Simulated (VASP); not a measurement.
Crystal: Li.

```
Li
1.0
     3.03439    0.00000    0.00000
    -1.51719    2.62785    0.00000
     0.00000    0.00000   10.21621
Li
4
Direct
  0.00000 0.00000 0.00000
  0.33333 0.66667 0.25000
  0.00000 0.00000 0.50000
  0.66667 0.33333 0.75000
```

| Item | Value |
| --- | --- |
| Program | VASP 6.6.1 |
| Task | relaxation of cell and atoms |
| Functional | LDA |
| Potentials or basis | VASP PAW LDA potentials, release 64 (Li_sv) |
| Cutoff | 600 eV |
| k mesh | 10 × 10 × 3 |
| Occupations | methfessel-paxton, width 0.05 eV |
| Spin | no spin polarisation |

At the start: pressure -1.1 GPa; volume 20.37 Å³/atom.

**Question.** Where does the relaxation end?

**Answer.** Over 15 steps the energy falls by 7.9 meV/atom and the volume is 18.72 Å³/atom (-8.1 %); space group P6_3/mmc (No. 194, to 0.05 Å).

Step by step:
| step | energy change (eV) | largest force (eV/Å) | pressure (GPa) | volume (Å³) |
| --- | --- | --- | --- | --- |
| 1 | 0.0000 | 0.0000 | -1.07 | 81.46 |
| 2 | -0.0122 | 0.0000 | -0.84 | 79.87 |
| 3 | -0.0261 | 0.0000 | -0.37 | 76.92 |
| 4 | -0.0217 | 0.0000 | 0.85 | 71.20 |
| 5 | -0.0287 | 0.0000 | 0.04 | 74.74 |
| 6 | -0.0289 | 0.0000 | 0.03 | 74.82 |
| 7 | -0.0294 | 0.0000 | -0.02 | 75.04 |
| 8 | -0.0308 | 0.0000 | -0.10 | 75.49 |
| 9 | -0.0302 | 0.0000 | -0.28 | 76.37 |
| 10 | -0.0311 | 0.0000 | -0.17 | 75.84 |
| 11 | -0.0312 | 0.0000 | -0.17 | 75.83 |
| 12 | -0.0312 | 0.0000 | -0.17 | 75.82 |
| 13 | -0.0313 | 0.0000 | -0.15 | 75.73 |
| 14 | -0.0315 | 0.0000 | -0.11 | 75.45 |
| 15 | -0.0317 | 0.0000 | 0.00 | 74.89 |

Final structure:
```
CELL_PARAMETERS angstrom
3.01153 0.00000 0.00000
-1.50577 2.60806 0.00000
0.00000 0.00000 9.53525
ATOMIC_POSITIONS crystal
Li 0.00000 0.00000 0.00000
Li 0.33333 0.66667 0.25000
Li 0.00000 0.00000 0.50000
Li 0.66667 0.33333 0.75000
```

Caveat: the cutoff is under 1.25 times the usual one of these potentials, so pressure, stress and relaxed cells hold a basis-set (Pulay) error.
